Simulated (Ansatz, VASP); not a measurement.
## ZnSe in VASP and in Ansatz

The input INCAR:

```
PREC = Accurate
ENCUT = 520
EDIFF = 1E-6
ISMEAR = -1
SIGMA = 0.03
LREAL = False
LASPH = True
NELM = 60
ALGO = Normal
ISIF = 2
LWAVE = False
LCHARG = False
NBANDS = 16
```

File KPOINTS:

```
regular mesh
0
Gamma
  8 8 8
```

The input POSCAR:

```
ZnSe
1.0
    0.0000000000      2.8338000000      2.8621380000
    2.8338000000      0.0000000000      2.8621380000
    2.8338000000      2.8338000000      0.0000000000
Zn Se
1 1
Direct
    0.0000000000      0.0000000000      0.0000000000
    0.7500000000      0.7500000000      0.7500000000
```

Input for Ansatz:

```yaml
crystal:
  lattice:
    - [0.0, 2.8338, 2.862138]
    - [2.8338, 0.0, 2.862138]
    - [2.8338, 2.8338, 0.0]
  atoms:
    - { symbol: Zn, position: [0.0, 0.0, 0.0] }
    - { symbol: Se, position: [0.75, 0.75, 0.75] }
kpoints:
  mp_grid: { grid: [8, 8, 8] }
  band_path:
    path:
      - [0.0, 0.0, 0.0]
      - [0.5, 0.0, 0.5]
      - [0.75, 0.25, 0.5]
      - [0.5, 0.5, 0.5]
      - [0.0, 0.0, 0.0]
      - [0.5, 0.5, 0.0]
      - [0.6274629938, 0.6274629938, 0.2549259876]
      - [0.3725370062, 0.3725370062, 0.7450740124]
      - [0.0, 0.0, 0.0]
    npoints: 5
scf:
  occupations: { method: fermi_dirac, width: 0.03 }
hamiltonian:
  xc: lda
  pseudopotentials: { kind: all_electron, lapw: { basis_error: 0.001 } }
output:
  forces: true
  stress: true
  eigenvalues: true
```

Change from the starting cell: zz strain of +1 %.

Alike in both runs: task single point; functional LDA; k mesh 8 × 8 × 8; occupations fermi-dirac, width 0.03 eV; no spin polarisation.

```csv
,VASP,Ansatz
version,VASP 6.6.1,Ansatz 0.2.0
potentials or method,"VASP PAW LDA potentials, release 64 (Zn, Se), cutoff 520 eV","all-electron LAPW, scalar-relativistic"
```

VASP gave:

```
pressure (GPa)                                                : -3.6
traceless stress, the component that is largest in VASP (GPa) : -0.27
```

**Question.** Which values does Ansatz return?

**Answer.** Pressure (GPa): -3.9; traceless stress, the component that is largest in VASP (GPa): -0.27.

LDA's correlation is that of Perdew and Zunger in VASP and of Perdew and Wang (1992) in Ansatz. Ansatz ran all-electron here, and VASP with PAW potentials.
